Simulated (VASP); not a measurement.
Wanted: the native input for a VASP 6.6.1 run.

| Item | Value |
| --- | --- |
| Task | single point |
| Functional | PBEsol |
| Potentials or basis | VASP PAW PBE potentials, release 64 (Rh_pv, C) |
| Cutoff | 520 eV |
| k mesh | 12 × 12 × 12 |
| Occupations | gaussian, width 0.05 eV |
| Spin | no spin polarisation |
| Dipole correction | no |
| Further INCAR settings | ALGO = Normal; EDIFF = 1e-07; NBANDS = 18 |

The structure of RhC2 lies in POSCAR:

```
RhC2
1.0
    0.0000000000      2.4248645950      2.4248645950
    2.4248645950      0.0000000000      2.4248645950
    2.4248645950      2.4248645950      0.0000000000
Rh C
1 2
Direct
    0.0000000000      0.0000000000      0.0000000000
    0.2500000000      0.2500000000      0.2500000000
    0.7500000000      0.7500000000      0.7500000000
```

These files were run (other wordings do the same):

INCAR

```
PREC = Accurate ; ENCUT = 520
EDIFF = 1E-7 ; ISMEAR = 0
SIGMA = 0.05 ; LREAL = False
LASPH = True ; NELM = 60
ALGO = Normal ; ISIF = 2
LWAVE = False ; LCHARG = True
GGA = PS ; LELF = True
LVHAR = True ; NBANDS = 18
```

KPOINTS

```
Automatic mesh
0
Gamma
  12 12 12
```

Potentials or basis: VASP PAW PBE potentials, release 64 (Rh_pv, C).

The run is started by

```console
$ cat potpaw_PBE.64/Rh_pv/POTCAR potpaw_PBE.64/C/POTCAR > POTCAR
$ mpirun -np 1 vasp_std > vasp.out
```

It gave:

```
Pressure               : 5.7 GPa
Band gap on the k mesh : zero (an odd number of electrons rules out a gap without spin polarisation)
```

Caveat: the cell stands under pressure; the PAW data sets were made with another functional, which shifts forces and pressure a little.

It took 24 s on 1 thread of Intel(R) Xeon(R) 6975P-C (Granite Rapids), with other jobs on the host, peak memory 0.18 GiB.
